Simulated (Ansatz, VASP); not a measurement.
One calculation of TaN, two programs

The input INCAR:

```
SYSTEM = TaN
AGGAC = 1.0
AGGAX = 1.0
ALDAC = 0.0
ALDAX = 1.0
ALGO = Normal
EDIFF = 1E-7
EDIFFG = -0.01
ENCUT = 600
GGA = B5
IBRION = 2
ISIF = 3
ISMEAR = -1
IVDW = 12
LASPH = .TRUE.
LCHARG = .FALSE.
LREAL = .FALSE.
LWAVE = .FALSE.
NELM = 60
NSW = 60
PREC = Accurate
SIGMA = 0.05
VDW_A1 = 0.4298
VDW_A2 = 4.2359
VDW_S6 = 1.0
VDW_S8 = 2.6996
```

The input KPOINTS:

```
k-points
0
G
  10 10 10
  0 0 0
```

File POSCAR:

```
TaN
1.0
    0.0000000000      2.2113230000      2.2113230000
    2.2113230000      0.0000000000      2.2113230000
    2.2113230000      2.2113230000      0.0000000000
Ta N
1 1
Direct
    0.5000000000      0.5000000000      0.5000000000
    0.0000000000      0.0000000000      0.0000000000
```

File input.yaml:

```yaml
crystal:
  lattice:
    - [0.0, 2.211323, 2.211323]
    - [2.211323, 0.0, 2.211323]
    - [2.211323, 2.211323, 0.0]
  atoms:
    - { symbol: Ta, position: [0.5, 0.5, 0.5] }
    - { symbol: "N", position: [0.0, 0.0, 0.0] }
hamiltonian:
  xc: blyp
  pseudopotentials: { kind: paw }
  dispersion: d3bj
kpoints:
  mp_grid: { grid: [10, 10, 10] }
scf:
  occupations: { method: fermi_dirac, width: 0.05 }
output:
  forces: true
  stress: true
relax:
  f_tol: 0.01
  max_steps: 40
  cell: { stress_tol: 0.05 }
```

Alike in both runs: task relaxation of cell and atoms; functional BLYP; dispersion D3(BJ); k mesh 10 × 10 × 10; occupations fermi-dirac, width 0.05 eV; no spin polarisation.

|  | VASP | Ansatz |
| --- | --- | --- |
| version | VASP 6.6.1 | Ansatz 0.2.0 |
| potentials or method | VASP PAW PBE potentials, release 64 (Ta_pv, N) | Ansatz PAW |
| plane-wave cutoff (eV) | 600 | 420 |
| valence electrons in the cell | 16 | 18 |

|  | VASP | Ansatz | Ansatz less VASP |
| --- | --- | --- | --- |
| relaxed volume (Å³/atom) | 10.66 | 10.59 | -0.064 |
| relaxed cell length with the largest relative difference (Å) | 3.112 | 3.106 | -0.0063 |

VASP's potentials were made for PBE, not for BLYP. VASP's potentials hold 16 valence electrons a cell and Ansatz's 18, so a difference there can come from the potentials and not from the codes.

Spin-orbit coupling is off throughout. Noted on Ansatz's run: the plane-wave basis is chosen anew once the cell has moved, so the energies of steps on either side of that aren't comparable.
